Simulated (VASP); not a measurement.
# LiBe16 (a cell with a defect) in VASP: notebook, part 3 of 3

VASP 6.6.1. Earlier steps stand in the parts before.

## 4. Single point, r2SCAN+D3(BJ)

POSCAR

```
LiBe16
1.0
   -2.2900000000     -3.9663960000      0.0000000000
    3.4350000000     -1.9831980000      0.0000000000
    0.0000000000      0.0000000000      7.1768600000
Be Li
16 1
Direct
    0.7767265046      0.3936546421     -0.0533659567
    0.5634154040      0.5226262810      0.1475575670
    0.7090087553      0.4797758514      0.4526213414
    0.4716237517      0.2991902158      0.7493109800
    0.4626218875     -0.0457047679      0.0502587483
    0.3621601778      1.2074080952      0.3117658698
    0.4538355706     -0.0742697360      0.5197537642
    0.2775096026      0.8337982503      0.7851623133
    0.2134057189      0.4160696059     -0.0477646213
   -0.0422114441      0.3374485569      0.2377084129
    0.1416240093      0.4759298345      0.5082584863
   -0.0132711182      0.1982850478      0.7279785310
   -0.0184971119     -0.0336996757     -0.0252338767
    0.7391941287      0.9103797830      0.2472251096
   -0.0455935106     -0.0805557902      0.4929453828
    0.7487076977      0.7952956703      0.7352937078
    0.2326825968      0.7040591402      0.2953659400
```

INCAR.step1

```
SYSTEM = LiBe16
PREC = Accurate
ENCUT = 520
ISMEAR = -1
SIGMA = 0.1
LREAL = Auto
LASPH = .TRUE.
NELM = 60
NBANDS = 32
GGA = PE
ALGO = Normal
EDIFF = 1E-4
LWAVE = .TRUE.
LCHARG = .FALSE.
```

INCAR.step2

```
SYSTEM = LiBe16
PREC = Accurate
ENCUT = 520
EDIFF = 1E-7
ISMEAR = -1
SIGMA = 0.1
LREAL = Auto
LASPH = .TRUE.
NELM = 60
ALGO = Normal
ISIF = 2
LWAVE = .FALSE.
LCHARG = .FALSE.
METAGGA = R2SCAN
LMIXTAU = .TRUE.
IVDW = 12
NBANDS = 32
VDW_S6 = 1.0
VDW_S8 = 0.78981345
VDW_A1 = 0.49484001
VDW_A2 = 5.73083694
ISTART = 1
```

KPOINTS

```
Automatic mesh
0
G
  2 3 2
  0 0 0
```

Potentials or basis: VASP PAW PBE potentials, release 64 (Be, Li_sv).

Started as:

```
$ cat potpaw_PBE.64/Be/POTCAR potpaw_PBE.64/Li_sv/POTCAR > POTCAR
$ cp INCAR.step1 INCAR
$ mpirun -np 1 vasp_std > vasp.out
$ cp INCAR.step2 INCAR
$ mpirun -np 1 vasp_std > vasp.out
```

OUTCAR:

```text
SYSTEM = LiBe16
   PREC = Accurate
   ENCUT = 520
   EDIFF = 1E-7
   ISMEAR = -1
   LREAL = Auto
   LASPH = .TRUE.
   NELM = 60
   ISIF = 2
   METAGGA = R2SCAN
   IVDW = 12
   ISTART = 1
 IVDW          = 12

 ion  position               nearest neighbor table
   1  0.777  0.394  0.947-   2 1.82  13 1.95  12 2.00   9 2.00   4 2.02  16 2.20  10 2.26   5 2.38

   2  0.563  0.523  0.148-   1 1.82  14 1.88   5 1.91   6 1.95  17 1.98  10 2.05   9 2.17   3 2.29

   3  0.709  0.480  0.453-  10 2.00  11 2.02  15 2.09   6 2.17   7 2.17  14 2.26   2 2.29
   4  0.472  0.299  0.749-   9 1.93   1 2.02   8 2.06   7 2.22  12 2.26   8 2.31  16 2.34  16 2.37

   5  0.463  0.954  0.050-   2 1.91  14 1.91   8 2.14   6 2.18  13 2.27   9 2.27  17 2.28   1 2.38

   6  0.362  0.207  0.312-   7 1.91   2 1.95  10 1.99  11 2.04  17 2.06  17 2.09  14 2.14   3 2.17
                             5 2.18
   7  0.454  0.926  0.520-   6 1.91  17 2.10   8 2.10  16 2.12   3 2.17   4 2.22  11 2.29  15 2.30
                            15 2.30  14 2.35
   8  0.278  0.834  0.785-  13 1.99  12 2.01   4 2.06   9 2.07   7 2.10   5 2.14  16 2.19   4 2.31
[... 225 lines left out ...]
  band No.  band energies     occupation
      1     -40.1843      2.00000
      2      -4.9060      2.00000
      3      -2.7434      2.00000
      4      -2.4900      2.00000
      5       0.5042      2.00000
      6       0.8150      2.00000
[... 245 lines left out ...]
     28      12.5919      0.00000
     29      12.8148      0.00000
 [bands above 29 left out]

------------------------ aborting loop because EDIFF is reached ----------------------------------------

 Edisp (eV)   -2.96399

 E8    (eV) :    -0.7801

  FORCE on cell =-STRESS in cart. coord.  units (eV):
  Direction    XX          YY          ZZ          XY          YZ          ZX
  --------------------------------------------------------------------------------------
  -------------------------------------------------------------------------------------
  Total      10.73318     7.54626    25.39814    -5.63673     4.75393     2.02593
  in kB     131.89944    92.73553   312.11629   -69.26951    58.42076    24.89651
  external pressure =      178.92 kB  Pullay stress =        0.00 kB

 VOLUME and BASIS-vectors are now :
 -----------------------------------------------------------------------------
  energy-cutoff  :      520.00
  volume of cell :      130.38
      direct lattice vectors                 reciprocal lattice vectors
    -2.290000000 -3.966396000  0.000000000    -0.109170306 -0.189088533  0.000000000
     3.435000000 -1.983198000  0.000000000     0.218340611 -0.126059022  0.000000000
     0.000000000  0.000000000  7.176860000     0.000000000  0.000000000  0.139336702

 POSITION                                       TOTAL-FORCE (eV/Angst)
 -----------------------------------------------------------------------------------
     -0.42650     -3.86150      6.79386         1.043062     -0.041583     -0.980284
      0.50500     -3.27120      1.05900        -1.472886      1.393220      0.958486
      0.02440     -3.76370      3.24840         0.357930      1.388097      0.350950
     -0.05230     -2.46400      5.37770        -0.653348     -0.830069     -2.064070
      2.21860     -3.72750      0.36070         1.792179     -0.566608     -1.741163
     -0.11690     -1.84780      2.23750        -0.723320     -0.214332     -0.724152
[... 9 lines left out ...]
      1.01730     -4.54690      5.27710        -1.270784      1.350409      0.293771
      1.88560     -2.31920      2.11980         1.950612     -1.441697     -2.476463
 -----------------------------------------------------------------------------------
    total drift:                               -0.034176     -0.046213     -0.037510

  FREE ENERGIE OF THE ION-ELECTRON SYSTEM (eV)
  ---------------------------------------------------
  free  energy   TOTEN  =       -66.3944556317 eV

  energy  without entropy=      -66.3219178285  energy(sigma->0) =      -66.35818673
```

OUTCAR.step1:

```text
SYSTEM = LiBe16
   PREC = Accurate
   ENCUT = 520
   ISMEAR = -1
   LREAL = Auto
   LASPH = .TRUE.
[... 526 lines left out ...]
     -0.11690     -1.84780      2.23750        -0.669703     -0.217769     -0.675842
[... 9 lines left out ...]
      1.01730     -4.54690      5.27710        -1.197856      1.289929      0.243346
      1.88560     -2.31920      2.11980         1.864010     -1.335734     -2.281472
 -----------------------------------------------------------------------------------
    total drift:                               -0.003999      0.000284      0.002741

  FREE ENERGIE OF THE ION-ELECTRON SYSTEM (eV)
  ---------------------------------------------------
  free  energy   TOTEN  =       -54.2299927283 eV

  energy  without entropy=      -54.1502287793  energy(sigma->0) =      -54.19011075
```

Wall time 97 s (1 thread of Intel Xeon 6975P-C (Granite Rapids), shared host); peak memory 0.26 GiB.

Results:

| Quantity | Value |
| --- | --- |
| Free energy | -66.3945 eV |
| Largest force | 3.466 eV/Å |
| Band gap on the k mesh | zero (an odd number of electrons rules out a gap without spin polarisation) |
| Dispersion energy per atom | -0.174 eV |

Forces in eV/Å, atoms in the order of the input:
```
Be   1.043 -0.042 -0.980
Be  -1.473  1.393  0.958
Be   0.358  1.388  0.351
Be  -0.653 -0.830 -2.064
Be   1.792 -0.567 -1.741
Be  -0.723 -0.214 -0.724
Be  -0.064 -0.313  1.660
Be  -1.057  1.037 -1.081
Be   0.280 -1.052  2.230
Be  -0.499  0.613 -1.490
Be  -2.463 -0.171  2.262
Be   2.304 -0.901 -0.153
Be  -1.295  0.979  1.917
Be   0.005  0.394  1.114
Be   1.767 -1.624 -0.076
Be  -1.271  1.350  0.294
Li   1.951 -1.442 -2.476
```

Levels at points of the mesh, in eV from the Fermi level:
```
           k point  band 15  band 16  band 17  band 18  band 19  band 20
(0.00, 0.00, 0.00)    -3.13    -1.69    -1.30     0.17     0.39     1.05
(0.50, 0.00, 0.00)    -1.92    -1.56    -1.16    -0.60    -0.08     0.27
(0.00, 0.00, 0.50)    -2.25    -1.58    -1.41    -0.45     0.29     1.08
(0.50, 0.00, 0.50)    -2.37    -1.50    -1.24     0.14     0.32     0.41
```

Caveat: the k points lie up to 0.69 Å⁻¹ apart, too coarse for converged energies and pressures of a metal; the cutoff is under 1.25 times the usual one of these potentials, so pressure, stress and relaxed cells hold a basis-set (Pulay) error; the atoms stand as in a frame of molecular dynamics; the PAW data sets were made with another functional, which shifts forces and pressure a little.

## 5. Single point, r2SCAN+D3(BJ)

POSCAR

```
LiBe16
1.0
   -2.2900000000     -3.9663960000      0.0000000000
    3.4350000000     -1.9831980000      0.0000000000
    0.0000000000      0.0000000000      7.1768600000
Be Li
16 1
Direct
    0.7866635262      0.5114874745     -0.0471515398
    0.5534388646      0.5000218340      0.1728332446
    0.6552213405      0.4298273274      0.4504894898
    0.5277513356      0.2647891000      0.7419679358
    0.5495605710     -0.0301910604     -0.0265715090
    0.3234391558      1.2001384765      0.3014131528
    0.4644936835     -0.0647771368      0.5117976385
    0.1598098289      0.7532938889      0.7723154694
    0.2242439761      0.4343285896      0.0053783967
   -0.0556084542      0.2790266783      0.2256836555
    0.2521621482      0.4661284773      0.5096518533
    0.0073588018      0.2526787936      0.7589809471
   -0.0297043211     -0.0749702752     -0.0047931825
    0.6951904971      0.8908839122      0.2890818547
   -0.0234100325      0.0478285373      0.4824115282
    0.7576501742      0.7644014262      0.7105893106
    0.1703698036      0.7180049055      0.2764022149
```

INCAR.step1

```
SYSTEM = LiBe16
ALGO     = Normal         ! electronic algorithm
EDIFF    = 1E-4           ! SCF threshold, eV
ENCUT    = 520            ! plane-wave cutoff, eV
GGA      = PE             ! functional
ISMEAR   = -1             ! smearing method
LASPH    = .TRUE.         ! aspherical terms in the spheres
LCHARG   = .FALSE.        ! write CHGCAR
LREAL    = Auto         
LWAVE    = .TRUE.         ! write WAVECAR
NBANDS   = 32             ! bands
NELM     = 60             ! most SCF steps
PREC     = Accurate       ! precision mode
SIGMA    = 0.1            ! smearing width, eV
```

INCAR.step2

```
SYSTEM = LiBe16
ALGO     = Normal         ! electronic algorithm
EDIFF    = 1E-7           ! SCF threshold, eV
ENCUT    = 520            ! plane-wave cutoff, eV
ISIF     = 2              ! what is computed and relaxed
ISMEAR   = -1             ! smearing method
ISTART   = 1            
IVDW     = 12             ! dispersion correction
LASPH    = .TRUE.         ! aspherical terms in the spheres
LCHARG   = .TRUE.         ! write CHGCAR
LELF     = .TRUE.         ! ELF
LMIXTAU  = .TRUE.       
LREAL    = Auto         
LVHAR    = .TRUE.       
LWAVE    = .FALSE.        ! write WAVECAR
METAGGA  = R2SCAN         ! meta-GGA
NBANDS   = 32             ! bands
NELM     = 60             ! most SCF steps
PREC     = Accurate       ! precision mode
SIGMA    = 0.1            ! smearing width, eV
VDW_A1   = 0.49484001   
VDW_A2   = 5.73083694   
VDW_S6   = 1.0          
VDW_S8   = 0.78981345
```

KPOINTS

```
k-points
0
G
  2 3 2
  0 0 0
```

Started as:

```
$ cat potpaw_PBE.64/Be/POTCAR potpaw_PBE.64/Li_sv/POTCAR > POTCAR
$ cp INCAR.step1 INCAR
$ mpirun -np 1 vasp_std > vasp.out
$ cp INCAR.step2 INCAR
$ mpirun -np 1 vasp_std > vasp.out
```

It took 2.1 min on 1 thread of Intel Xeon 6975P-C (Granite Rapids), shared host; peak memory 0.26 GiB.

The run converged. Its results:

| Item | Value |
| --- | --- |
| Free energy | -66.9536 eV |
| Largest force | 3.795 eV/Å |
| Band gap on the k mesh | zero (an odd number of electrons rules out a gap without spin polarisation) |
| Dispersion energy per atom | -0.174 eV |

Forces on the atoms (eV/Å):
```
Be  -1.428  1.450 -0.637
Be  -0.477 -0.463 -0.713
Be  -0.371 -1.606 -0.307
Be   1.259  0.301 -0.383
Be   1.027  1.847  1.827
Be  -1.797  0.190 -1.252
Be   0.589  0.467  1.623
Be  -1.821 -2.695 -1.047
Be  -1.217 -0.213 -0.510
Be   1.424  0.982 -0.521
Be   1.045  1.771  3.189
Be   0.028 -0.135 -1.144
Be   1.009 -2.263  1.260
Be   0.150 -0.515 -1.571
Be  -1.239  0.090  1.586
Be   1.042  1.146 -0.163
Li   0.776 -0.354 -1.237
```

Levels at points of the mesh, in eV from the Fermi level:
| k point | band 16 | band 17 | band 18 | band 19 | band 20 | band 21 |
| --- | --- | --- | --- | --- | --- | --- |
| (0.00, 0.00, 0.00) | -1.41 | -0.63 | 0.12 | 0.78 | 1.16 | 1.71 |
| (0.50, 0.00, 0.00) | -1.54 | -1.06 | -0.52 | -0.18 | 0.42 | 0.74 |
| (0.00, 0.00, 0.50) | -1.34 | -0.78 | -0.27 | 0.40 | 1.19 | 1.81 |
| (0.50, 0.00, 0.50) | -1.72 | -1.27 | -0.12 | 0.24 | 0.84 | 1.39 |

Caveat: the k points lie up to 0.69 Å⁻¹ apart, too coarse for converged energies and pressures of a metal; the cutoff is under 1.25 times the usual one of these potentials, so pressure, stress and relaxed cells hold a basis-set (Pulay) error; the atoms stand as in a frame of molecular dynamics; the PAW data sets were made with another functional, which shifts forces and pressure a little.

## 6. Summary

```tsv
cell	gap on the mesh (eV)	largest force (eV/Å)
as given, atomic positions A	none	0.10
as given, atomic positions B	none	2.87
as given, atomic positions C	none	3.47
as given, atomic positions D	none	3.80
```

Alike in all rows: task single point; level r2SCAN+D3(BJ); potentials or basis VASP PAW PBE potentials, release 64 (Be, Li_sv); no spin polarisation; k mesh 2 × 3 × 2; cutoff (eV) 520; smearing fermi-dirac 0.1 eV.

Caveats: all runs use coarse meshes; the cutoff is under 1.25 times the usual one of these potentials, so pressure, stress and relaxed cells hold a basis-set (Pulay) error; the PAW data sets were made with another functional, which shifts forces and pressure a little; the atoms stand as in a frame of molecular dynamics (at least some runs).

Absolute energies hang on the potentials; compare differences alone.
